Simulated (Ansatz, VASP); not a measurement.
**Si2Mo in VASP and in Ansatz**

```
CELL_PARAMETERS angstrom
-1.60000 1.60000 3.93050
1.60000 -1.60000 3.93050
1.60000 1.60000 -3.93050
ATOMIC_POSITIONS crystal
Mo 0.00000 0.00000 0.00000
Si 0.66700 0.66700 0.00000
Si 0.33300 0.33300 0.00000
```

Alike in both runs: functional PBE; k mesh 12 × 12 × 12; occupations fermi-dirac, width 0.05 eV; no spin polarisation; Hubbard terms Mo d U = 6.0 eV.

|  | VASP | Ansatz |
| --- | --- | --- |
| version | VASP 6.6.1 | Ansatz 0.2.0 |
| potentials or method | VASP PAW PBE potentials, release 64 (Mo_sv, Si) | Ansatz PAW |
| plane-wave cutoff (eV) | 520 | 420 |
| valence electrons in the cell | 22 | 22 |
| task | single point | projected density of states |

|  | VASP | Ansatz | Ansatz less VASP |
| --- | --- | --- | --- |
| gap on the k mesh at the Fermi level (eV) | none | none | - |
| pressure (GPa) | 6.3 | 1.2 | -5.07 |
| traceless stress, the component that is largest in VASP (GPa) | -0.85 | -2.32 | -1.472 |
| rms of the force components (eV/Å) | 0.237 | 0.326 | +0.0896 |

The programs project onto different local orbitals, so the same U acts differently, and such runs can settle in different states. Atom by atom the forces differ by 0.090 eV/Å (rms over components). A gap of «none» marks a metal or a gap that the smearing closes.
